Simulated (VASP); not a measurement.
Wanted: the native input for a VASP 6.6.1 run.

```
Task                   : single point
Functional             : PBEsol
Potentials or basis    : VASP PAW PBE potentials, release 64 (Re)
Cutoff                 : 520 eV
k mesh                 : 20 × 20 × 20
Occupations            : gaussian, width 0.15 eV
Spin                   : no spin polarisation
Dipole correction      : no
Further INCAR settings : ALGO = Normal; EDIFF = 1e-06; NBANDS = 10
```

The structure of Re lies in POSCAR:

```
Re
1.0
    0.0000000000      2.0046250000      1.9750000000
    1.9750000000      0.0000000000      1.9750000000
    1.9750000000      2.0046250000      0.0000000000
Re
1
Direct
    0.0000000000      0.0000000000      0.0000000000
```

This isn't the form of Re at room conditions, which is hcp.

This cell differs from its parent crystal: strain +0.0150 x Voigt [0, 1, 0, 0, 0, 0].

These files were run (other wordings do the same):

INCAR

```
  PREC = Accurate
  ENCUT = 520
  EDIFF = 1E-6
  ISMEAR = 0
  SIGMA = 0.15
  LREAL = F
  LASPH = T
  NELM = 80
  ALGO = Normal
  ISIF = 2
  LWAVE = F
  LCHARG = T
  GGA = PS
  LELF = T
  LVHAR = T
  NBANDS = 10
```

KPOINTS

```
Automatic mesh
0
Gamma
  20 20 20
```

Potentials or basis: VASP PAW PBE potentials, release 64 (Re).

Launch:

```bash
$ cat potpaw_PBE.64/Re/POTCAR > POTCAR
$ mpirun -np 1 vasp_std > vasp.out
```

Results of the run:

```json
{
  "Pressure": "-23.4 GPa",
  "Band gap on the k mesh": "zero (an odd number of electrons rules out a gap without spin polarisation)"
}
```

Caveat: the cell differs from its parent crystal (strain +0.0150 x Voigt [0, 1, 0, 0, 0, 0]); the cell stands under tension; the PAW data sets were made with another functional, which shifts forces and pressure a little; spin-orbit coupling is left out, which moves the levels of the heavy elements.

Wall time 2 min on 1 thread of Intel Xeon 8259CL, on a shared host, peak memory 0.23 GiB.
